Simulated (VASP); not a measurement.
Input of a VASP 6.6.1 run:

The input INCAR:

```
SYSTEM = WC
ALGO = Normal
EDIFF = 1E-6
ENCUT = 520
GGA = PS
ISIF = 2
ISMEAR = 0
LASPH = .TRUE.
LCHARG = .FALSE.
LREAL = .FALSE.
LWAVE = .FALSE.
NBANDS = 16
NELM = 80
PREC = Accurate
SIGMA = 0.15
```

Contents of KPOINTS:

```
k-points
0
G
  18 18 16
  0 0 0
```

POSCAR

```
WC
1.0
    2.9005014360      0.0000000000      0.0000000000
   -1.4502507180      2.5119079273      0.0000000000
    0.0000000000      0.0000000000      2.8290000000
W C
1 1
Direct
    0.0000000000      0.0000000000      0.0000000000
    0.6149514708      0.3333333333      0.4469777306
```

Potentials or basis: VASP PAW PBE potentials, release 64 (W_sv, C).

Launch:

```console
$ cat potpaw_PBE.64/W_sv/POTCAR potpaw_PBE.64/C/POTCAR > POTCAR
$ mpirun -np 1 vasp_std > vasp.out
```

Problem. What does it give for the largest force?

Solution. 3.519 eV/Å.

Problem. Predict the band gap on the k mesh.

Solution. Zero (band 9 reaches 11.85 eV, above the bottom of band 10 at 10.69 eV).

Problem. Predict the pressure.

Solution. 9.4 GPa.

Forces in eV/Å, atoms in the order of the input:
```
W   -2.537 -0.300 -2.421
C    2.537  0.300  2.421
```

Caveat: the cell differs from its parent crystal (atom 2 (C) moved by (-0.150, -0.150) A along x and z); the PAW data sets were made with another functional, which shifts forces and pressure a little; spin-orbit coupling is left out, which moves the levels of the heavy elements.
